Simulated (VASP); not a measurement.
# AlN (P6_3mc) in VASP: further runs

Runs on AlN. Level: PBE+D3(BJ). Tasks: single point, relaxation of cell and atoms.

Everything below comes from runs of VASP 6.6.1. Logs are shortened: lines on timing, memory, paths and dates and some standing lists are left out, and cuts for length are marked.

## (1) The cell of the first run

The structure is hexagonal, space group P6_3mc (No. 186). Conventional cell: a = 3.109 Å, b = 3.109 Å, c = 4.979 Å, α = 90.00°, β = 90.00°, γ = 120.00°. Within 2.5 Å of Al (site symmetry 3m) lie 4 N at 1.89 to 1.90 Å. Within 2.5 Å of N (site symmetry 3m) lie 4 Al at 1.89 to 1.90 Å.

## (2) Single point, PBE+D3(BJ)

INCAR reads:

```
  PREC = Accurate
  ENCUT = 520
  EDIFF = 1E-6
  ISMEAR = 0
  SIGMA = 0.02
  LREAL = F
  LASPH = T
  NELM = 100
  ALGO = Normal
  ISIF = 2
  LWAVE = F
  LCHARG = F
  GGA = PE
  IVDW = 12
  NBANDS = 16
```

KPOINTS reads:

```
regular mesh
0
Gamma
  9 9 6
```

POSCAR reads:

```
AlN
1.0
    3.1094088376      0.0000000000      0.0000000000
   -1.5547044188      2.6928270441      0.0000000000
    0.0000000000      0.0000000000      4.9785331921
Al N
2 2
Direct
    0.6666666667      0.3333333333      0.4990569438
    0.3333333333      0.6666666667      0.9990569438
    0.6666666667      0.3333333333      0.8809430562
    0.3333333333      0.6666666667      0.3809430562
```

Potentials or basis: VASP PAW PBE potentials, release 64 (Al, N).

On the command line:

```sh
> cat potpaw_PBE.64/Al/POTCAR potpaw_PBE.64/N/POTCAR > POTCAR
> mpirun -np 1 vasp_std > vasp.out
```

OUTCAR:

```text
PREC = Accurate
   ENCUT = 520
   EDIFF = 1E-6
   ISMEAR = 0
   LREAL = F
   LASPH = T
   NELM = 100
   ISIF = 2
   GGA = PE
   IVDW = 12
 IVDW          = 12

 ion  position               nearest neighbor table
   1  0.667  0.333  0.499-   4 1.89   4 1.89   4 1.89   3 1.90   2 3.07   2 3.07   2 3.07   2 3.07
                             2 3.07   2 3.07
   2  0.333  0.667  0.999-   3 1.89   3 1.89   3 1.89   4 1.90   1 3.07   1 3.07   1 3.07   1 3.07
                             1 3.07   1 3.07
   3  0.667  0.333  0.881-   2 1.89   2 1.89   2 1.89   1 1.90
   4  0.333  0.667  0.381-   1 1.89   1 1.89   1 1.89   2 1.90

  LATTYP: Found a hexagonal cell.
 ALAT       =     3.1094088376
 C/A-ratio  =     1.6011188789

  Lattice vectors:

 A1 = (   3.1094088376,   0.0000000000,   0.0000000000)
 A2 = (  -1.5547044188,   2.6928270441,   0.0000000000)
 A3 = (   0.0000000000,   0.0000000000,   4.9785331921)

Analysis of symmetry for initial positions (statically):
=====================================================================
 Subroutine PRICEL returns:
 Original cell was already a primitive cell.

 Routine SETGRP: Setting up the symmetry group for a
 hexagonal supercell.

 Subroutine GETGRP returns: Found 12 space group operations
 (whereof  6 operations were pure point group operations)
 out of a pool of 24 trial point group operations.

The static configuration has the point symmetry C_3v.
 The point group associated with its full space group is C_6v.

Analysis of symmetry for dynamics (positions and initial velocities):
=====================================================================
 Subroutine PRICEL returns:
 Original cell was already a primitive cell.

 Routine SETGRP: Setting up the symmetry group for a
 hexagonal supercell.

 Subroutine GETGRP returns: Found 12 space group operations
 (whereof  6 operations were pure point group operations)
 out of a pool of 24 trial point group operations.

The dynamic configuration has the point symmetry C_3v.
 The point group associated with its full space group is C_6v.

 Subroutine INISYM returns: Found 12 space group operations
 (whereof  6 operations are pure point group operations),
 and found     1 'primitive' translations

----------------------------------------------------------------------------------------

                                     Primitive cell

  volume of cell :      41.6858

  direct lattice vectors                    reciprocal lattice vectors
     3.109408838  0.000000000  0.000000000     0.321604540  0.185678468  0.000000000
    -1.554704419  2.692827044  0.000000000     0.000000000  0.371356936  0.000000000
     0.000000000  0.000000000  4.978533192     0.000000000  0.000000000  0.200862375

  length of vectors
     3.109408838  3.109408838  4.978533192     0.371356936  0.371356936  0.200862375

  position of ions in fractional coordinates (direct lattice)
     0.666666667  0.333333333  0.499056944
     0.333333333  0.666666667  0.999056944
     0.666666667  0.333333333  0.880943056
     0.333333333  0.666666667  0.380943056

  ion indices of the primitive-cell ions
   primitive index   ion index
                 1           1
                 2           2
                 3           3
                 4           4

----------------------------------------------------------------------------------------

 KPOINTS: regular mesh

Automatic generation of k-mesh.
 Grid dimensions read from file:
 generate k-points for:    9    9    6

 Generating k-lattice:

  Cartesian coordinates                     Fractional coordinates (reciprocal lattice)
     0.035733838  0.020630941  0.000000000     0.111111111  0.000000000  0.000000000
     0.000000000  0.041261882  0.000000000     0.000000000  0.111111111  0.000000000
     0.000000000  0.000000000  0.033477062     0.000000000  0.000000000  0.166666667

  Length of vectors
     0.041261882  0.041261882  0.033477062

  Shift w.r.t. Gamma in fractional coordinates (k-lattice)
     0.000000000  0.000000000  0.000000000

 Subroutine IBZKPT returns following result:
 ===========================================

 Found     48 irreducible k-points:

 Following reciprocal coordinates:
            Coordinates               Weight
  0.000000  0.000000  0.000000      1.000000
  0.111111  0.000000  0.000000      6.000000
  0.222222  0.000000  0.000000      6.000000
  0.333333 -0.000000  0.000000      6.000000
  0.444444  0.000000  0.000000      6.000000
  0.111111  0.111111  0.000000      6.000000
[... 16 lines left out ...]
  0.333333  0.222222  0.166667     24.000000
  0.333333  0.333333  0.166667      4.000000
 [... further k-points ...]
   k-points           NKPTS =     48   k-points in BZ     NKDIM =     48   number of bands    NBANDS=     16
   number of dos      NEDOS =    301   number of ions     NIONS =      4
   total plane-waves  NPLWV =  23040
   dimension x,y,z NGX =    24 NGY =   24 NGZ =   40
   dimension x,y,z NGXF=    48 NGYF=   48 NGZF=   80
   ions per type =               2   2
   NGX,Y,Z   is equivalent  to a cutoff of  12.83, 12.83, 13.36 a.u.
   NGXF,Y,Z  is equivalent  to a cutoff of  25.66, 25.66, 26.71 a.u.
 SYSTEM =  unknown system
   PREC   = accura    normal or accurate (medium, high low for compatibility)
   ISTART =      0    job   : 0-new  1-cont  2-samecut
   ICHARG =      2    charge: 1-file 2-atom 10-const
   ISPIN  =      1    spin polarized calculation?
   LNONCOLLINEAR =      F non collinear calculations
   LSORBIT =      F    spin-orbit coupling
   LASPH  =      T    aspherical Exc in radial PAW
   ENCUT  =  520.0 eV  38.22 Ry    6.18 a.u.   5.78  5.78  9.26*2*pi/ulx,y,z
   NELM   =    100;   NELMIN=  2; NELMDL= -5     # of ELM steps
   EDIFF  = 0.1E-05   stopping-criterion for ELM
   LREAL  =      F    real-space projection
   EDIFFG = 0.1E-04   stopping-criterion for IOM
   NSW    =      0    number of steps for IOM
   IBRION =     -1    ionic relax: 0-MD 1-quasi-New 2-CG
   NFREE  =      0    steps in history (QN), initial steepest desc. (CG)
   ISIF   =      2    stress and relaxation
   ISYM   =      2    0-nonsym 1-usesym 2-fastsym
   POTIM  = 0.5000    time-step for ionic-motion
   TEBEG  =    0.0;   TEEND  =   0.0 temperature during run
   PSTRESS=    0.0 pullay stress
   NELECT =      16.0000    total number of electrons
   NUPDOWN=      -1.0000    fix difference up-down
   EMIN   =  10.00;   EMAX   =-10.00  energy-range for DOS
   EFERMI =   0.00;   METHOD = LEGACY
   ISMEAR =     0;   SIGMA  =   0.02  broadening in eV -4-tet -1-fermi 0-gaus
   EFERMI_NEDOS =   21; number of points for ismear=-14 and -15
   IALGO  =     38    algorithm
   IMIX   =      4    mixing-type and parameters
     AMIX     =   0.40;   BMIX     =  1.00
     AMIX_MAG =   1.60;   BMIX_MAG =  1.00
  volume/ion in A,a.u.               =      10.42        70.33
  Fermi-wavevector in a.u.,A,eV,Ry     =   1.189741  2.248284 19.258809  1.415483
  Thomas-Fermi vector in A             =   2.325841
   LORBIT       =      0    0 simple, 1 ext, 2 COOP (PROOUT), +10 PAW based schemes
   GGA     = PE    functional components
   LHFCALC =     F    Hartree Fock is set to
   AEXX    =    0.0000 exact exchange contribution
   IVDW    =    12    specifies the selected vdW correction
   LEPSILON=     F    determine dielectric tensor
   LRPA    =     F    only Hartree local field effects (RPA)
 non-spin polarized calculation
 Gauss-broadening in eV      SIGMA  =   0.02
  energy-cutoff  :      520.00
  volume of cell :       41.69
 maximum number of plane-waves:      1152
 NGX is ok and might be reduce to    24
   NGX = 11   NGY = 11   NGZ = 19

 number of electron      15.9999996 magnetization

 Free energy of the ion-electron system (eV)
  ---------------------------------------------------
  ext. energy  EPLUGINS =         0.00000000
  ---------------------------------------------------
  free energy    TOTEN  =       -29.76977698 eV

  energy without entropy =      -29.76977698  energy(sigma->0) =      -29.76977698

 E-fermi :   6.3499     XC(G=0): -10.9190

 val. band max:        6.1765624225   @ k =   0.0000   0.0000   0.0000
 cond. band min:      10.3982564099   @ k =   0.0000   0.0000   0.0000
 fundamental gap:      4.2216939875
 Fermi energy:         6.3498576089

 k-point     1 :       0.0000    0.0000    0.0000
  band No.  band energies     occupation
      1      -9.0274      2.00000
      2      -6.8746      2.00000
      3       0.1719      2.00000
      4       5.3050      2.00000
      5       5.3050      2.00000
      6       5.9560      2.00000
[... 8 lines left out ...]
     15      19.3281      0.00000
     16      19.3281      0.00000

 k-point     2 :       0.1111    0.0000    0.0000
  band No.  band energies     occupation
      1      -8.8705      2.00000
      2      -6.7865      2.00000
      3       0.3588      2.00000
      4       4.6016      2.00000
      5       5.1076      2.00000
      6       5.2792      2.00000
[... 8 lines left out ...]
     15      19.1829      0.00000
     16      19.3458      0.00000

 k-point     3 :       0.2222    0.0000    0.0000
  band No.  band energies     occupation
      1      -8.4249      2.00000
      2      -6.5660      2.00000
      3       0.9016      2.00000
      4       3.1013      2.00000
      5       4.0244      2.00000
      6       4.7017      2.00000
[... 8 lines left out ...]
     15      18.3577      0.00000
     16      19.1215      0.00000

 k-point     4 :       0.3333   -0.0000    0.0000
  band No.  band energies     occupation
      1      -7.7828      2.00000
      2      -6.3532      2.00000
      3       1.6611      2.00000
      4       1.7424      2.00000
      5       2.8450      2.00000
      6       4.3238      2.00000
[... 8 lines left out ...]
     15      18.2828      0.00000
     16      20.5880      0.00000

 k-point     5 :       0.4444    0.0000    0.0000
  band No.  band energies     occupation
      1      -7.1747      2.00000
      2      -6.3328      2.00000
      3       0.8265      2.00000
      4       2.1006      2.00000
      5       2.6306      2.00000
      6       4.1065      2.00000
[... 8 lines left out ...]
     15      18.8838      0.00000
     16      21.3840      0.00000

 k-point     6 :       0.1111    0.1111    0.0000
  band No.  band energies     occupation
      1      -8.5687      2.00000
      2      -6.6315      2.00000
      3       0.7241      2.00000
      4       3.7714      2.00000
      5       3.9911      2.00000
      6       5.0400      2.00000
[... 8 lines left out ...]
     15      18.6511      0.00000
     16      19.3401      0.00000
[... 267 lines left out ...]
 k-point    21 :       0.4444    0.1111    0.1667
  band No.  band energies     occupation
      1      -6.9341      2.00000
      2      -6.3865      2.00000
      3       0.7020      2.00000
      4       1.7286      2.00000
      5       3.1382      2.00000
      6       3.8605      2.00000
[... 8 lines left out ...]
     15      18.8957      0.00000
     16      21.2024      0.00000

 k-point    22 :       0.2222    0.2222    0.1667
  band No.  band energies     occupation
      1      -7.3746      2.00000
      2      -6.3670      2.00000
      3       1.5727      2.00000
      4       1.8117      2.00000
      5       3.0846      2.00000
      6       3.5094      2.00000
[... 8 lines left out ...]
     15      18.4247      0.00000
     16      21.1587      0.00000

 k-point    23 :       0.3333    0.2222    0.1667
  band No.  band energies     occupation
      1      -6.8539      2.00000
      2      -6.3579      2.00000
      3       1.1671      2.00000
      4       1.8498      2.00000
      5       2.6645      2.00000
      6       3.6824      2.00000
[... 8 lines left out ...]
     15      18.9595      0.00000
     16      21.0092      0.00000

 k-point    24 :       0.3333    0.3333    0.1667
  band No.  band energies     occupation
      1      -6.5114      2.00000
      2      -6.5114      2.00000
      3       1.4606      2.00000
      4       1.9941      2.00000
      5       1.9941      2.00000
      6       3.4747      2.00000
[... 8 lines left out ...]
     15      19.2484      0.00000
     16      21.2835      0.00000

 [... further k-points ...]

------------------------ aborting loop because EDIFF is reached ----------------------------------------

 Edisp (eV)   -1.07641

 E8    (eV) :    -0.4204

  FORCE on cell =-STRESS in cart. coord.  units (eV):
  Direction    XX          YY          ZZ          XY          YZ          ZX
  --------------------------------------------------------------------------------------
  -------------------------------------------------------------------------------------
  Total      -0.07263    -0.07263    -0.05296     0.00000    -0.00000     0.00000
  in kB      -2.79147    -2.79147    -2.03542     0.00000    -0.00000     0.00000
  external pressure =       -2.54 kB  Pullay stress =        0.00 kB

 VOLUME and BASIS-vectors are now :
 -----------------------------------------------------------------------------
  energy-cutoff  :      520.00
  volume of cell :       41.69
      direct lattice vectors                 reciprocal lattice vectors
     3.109408838  0.000000000  0.000000000     0.321604540  0.185678468  0.000000000
    -1.554704419  2.692827044  0.000000000     0.000000000  0.371356936  0.000000000
     0.000000000  0.000000000  4.978533192     0.000000000  0.000000000  0.200862375

 POSITION                                       TOTAL-FORCE (eV/Angst)
 -----------------------------------------------------------------------------------
      1.55470      0.89761      2.48457         0.000000     -0.000000      0.000627
     -0.00000      1.79522      4.97384        -0.000000      0.000000      0.000627
      1.55470      0.89761      4.38580         0.000000      0.000000     -0.000627
     -0.00000      1.79522      1.89654         0.000000     -0.000000     -0.000627
 -----------------------------------------------------------------------------------
    total drift:                               -0.000000      0.000000      0.000475

  FREE ENERGIE OF THE ION-ELECTRON SYSTEM (eV)
  ---------------------------------------------------
  free  energy   TOTEN  =       -30.8461868287 eV

  energy  without entropy=      -30.8461868287  energy(sigma->0) =      -30.84618683
```

It took 26 s on 1 thread of Intel Xeon Platinum 8488C (Sapphire Rapids), shared host; peak memory 0.18 GiB.

Results:

```
Free energy                : -30.8462 eV
Pressure                   : -0.3 GPa
Band gap on the k mesh     : 4.22 eV, direct
Dispersion energy per atom : -0.269 eV
```

A k mesh can miss the band edges. As with any semilocal functional, this PBE gap is likely too small.

(Part 1 of 2 ends here.)
